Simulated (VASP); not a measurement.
Here is a VASP 6.6.1 calculation.

INCAR

```
SYSTEM = AlO5
PREC     = Accurate       ! precision mode
ENCUT    = 600            ! plane-wave cutoff, eV
EDIFF    = 1E-6           ! SCF threshold, eV
ISMEAR   = 0              ! smearing method
SIGMA    = 0.2            ! smearing width, eV
LREAL    = .FALSE.        ! projectors in reciprocal space
LASPH    = .TRUE.         ! aspherical terms in the spheres
NELM     = 120            ! most SCF steps
ALGO     = Normal         ! electronic algorithm
ISIF     = 2              ! what is computed and relaxed
LWAVE    = .FALSE.        ! write WAVECAR
LCHARG   = .TRUE.         ! write CHGCAR
GGA      = PE             ! functional
LELF     = .TRUE.         ! ELF
LVHAR    = .TRUE.       
NBANDS   = 26             ! bands
GGA_COMPAT= .FALSE.
```

Contents of KPOINTS:

```
regular mesh
0
G
  5 4 4
  0 0 0
```

The input POSCAR:

```
AlO5
1.0
    3.7838161860     -0.9485497873     -0.4456076962
   -2.9594206499      4.6608721573     -0.5144938850
   -0.0959820160     -2.8370879525      4.4491086609
Al O
1 5
Direct
    0.0000000000      0.5000000000      0.5000000000
    0.5000000000      0.0000000000      0.0000000000
    0.5000000000      0.0000000000      0.5000000000
    0.3414097115      0.3408980330      0.8413383445
    0.6585902885      0.6591019670      0.1586616555
    0.5000000000      0.5000000000      0.5000000000
```

Potentials or basis: VASP PAW PBE potentials, release 64 (Al, O).

Launch:

```bash
$ cat potpaw_PBE.64/Al/POTCAR potpaw_PBE.64/O/POTCAR > POTCAR
$ mpirun -np 1 vasp_std > vasp.out
```

(1) Predict the largest force.

(2) Estimate the band gap on the k mesh.

## Answers

(1) 1.926 eV/Å.

(2) zero (an odd number of electrons rules out a gap without spin polarisation).

Caveat: the k points lie up to 0.43 Å⁻¹ apart, too coarse for converged energies and pressures of a metal; the standard files for N, O and F lose accuracy on very short bonds; an odd number of electrons without spin polarisation forces a metal; a magnetic or distorted state may lie lower.
